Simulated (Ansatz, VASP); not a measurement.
Ti: VASP beside Ansatz

Contents of INCAR:

```
ALGO = Normal ; EDIFF = 1E-6
ENCUT = 520 ; ISIF = 2
ISMEAR = -1 ; LASPH = True
LCHARG = True ; LELF = True
LREAL = False ; LVHAR = True
LWAVE = False ; NBANDS = 19
NELM = 60 ; PREC = Accurate
SIGMA = 0.05
```

KPOINTS

```
k-points
0
Gamma
  13 13 7
```

POSCAR

```
Ti
1.0
    2.9599952707      0.0000000000      0.0000000000
   -1.4799976353      2.5634310995      0.0000000000
    0.0000000000      0.0000000000      4.6792120724
Ti
2
Direct
    0.3333333333      0.6666666667      0.2500000000
    0.6666666667      0.3333333333      0.7500000000
```

Input for Ansatz:

```yaml
crystal:
  lattice:
    - [2.9599952707, 0.0, 0.0]
    - [-1.4799976353, 2.5634310995, 0.0]
    - [0.0, 0.0, 4.6792120724]
  atoms:
    - { symbol: Ti, position: [0.3333333333, 0.6666666667, 0.25] }
    - { symbol: Ti, position: [0.6666666667, 0.3333333333, 0.75] }
kpoints:
  mp_grid: { grid: [13, 13, 7] }
scf:
  occupations: { method: fermi_dirac, width: 0.05 }
hamiltonian:
  xc: lda
  pseudopotentials: { kind: all_electron, lapw: { basis_error: 0.00025 } }
output:
  forces: true
  stress: true
  eigenvalues: true
```

Change from the starting cell: volume scaled by 1.025.

Alike in both runs: task single point; functional LDA; k mesh 13 × 13 × 7; occupations fermi-dirac, width 0.05 eV; no spin polarisation.

```csv
,VASP,Ansatz
version,VASP 6.6.1,Ansatz 0.2.0
potentials or method,"VASP PAW LDA potentials, release 64 (Ti_sv), cutoff 520 eV","all-electron LAPW, scalar-relativistic"
```

```tsv
	VASP	Ansatz	Ansatz less VASP
pressure (GPa)	-10.4	-10.4	+0.04
```

LDA's correlation is that of Perdew and Zunger in VASP and of Perdew and Wang (1992) in Ansatz. Ansatz ran all-electron here, and VASP with PAW potentials.
